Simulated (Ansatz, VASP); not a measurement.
Mo in VASP and in Ansatz

INCAR

```
SYSTEM = Mo
PREC     = Accurate       ! precision mode
ENCUT    = 520            ! plane-wave cutoff, eV
EDIFF    = 1E-6           ! SCF threshold, eV
ISMEAR   = 0              ! smearing method
SIGMA    = 0.15           ! smearing width, eV
LREAL    = .FALSE.        ! projectors in reciprocal space
LASPH    = .TRUE.         ! aspherical terms in the spheres
NELM     = 60             ! most SCF steps
ALGO     = Fast           ! electronic algorithm
ISIF     = 2              ! what is computed and relaxed
LWAVE    = .FALSE.        ! write WAVECAR
LCHARG   = .FALSE.        ! write CHGCAR
GGA      = PE             ! functional
NBANDS   = 13             ! bands
```

Contents of KPOINTS:

```
regular mesh
0
G
  24 24 24
  0 0 0
```

The input POSCAR:

```
Mo
1.0
   -1.6584531586      1.6584531586      1.4096851848
    1.6584531586     -1.6584531586      1.4096851848
    1.6584531586      1.6584531586     -1.4096851848
Mo
1
Direct
    0.0000000000      0.0000000000      0.0000000000
```

Input for Ansatz:

```yaml
crystal:
  lattice:
    - [-1.6584531586, 1.6584531586, 1.4096851848]
    - [1.6584531586, -1.6584531586, 1.4096851848]
    - [1.6584531586, 1.6584531586, -1.4096851848]
  atoms:
    - { symbol: Mo, position: [0.0, 0.0, 0.0] }
basis:
  ecutwfc: 420
kpoints:
  mp_grid: { grid: [24, 24, 24] }
hamiltonian:
  xc: pbe
scf:
  occupations: { method: gaussian, width: 0.15 }
output:
  forces: true
  stress: true
  eigenvalues: true
```

Alike in both runs: task single point; functional PBE; k mesh 24 × 24 × 24; occupations gaussian, width 0.15 eV; no spin polarisation.

```csv
,VASP,Ansatz
version,VASP 6.6.1,Ansatz 0.2.0
potentials or method,"VASP PAW PBE potentials, release 64 (Mo_sv), cutoff 520 eV","scalar-relativistic, plane waves, PAW"
valence electrons in the cell,14,14
```

|  | VASP | Ansatz | Ansatz less VASP |
| --- | --- | --- | --- |
| gap on the k mesh at the Fermi level (eV) | none | none | - |
| pressure (GPa) | 8.4 | 7.9 | -0.54 |
| traceless stress, the component that is largest in VASP (GPa) | 23.97 | 23.95 | -0.029 |

A gap of «none» marks a metal or a gap that the smearing closes. The functional is the same, so the differences come from potentials, cutoffs and numerics.
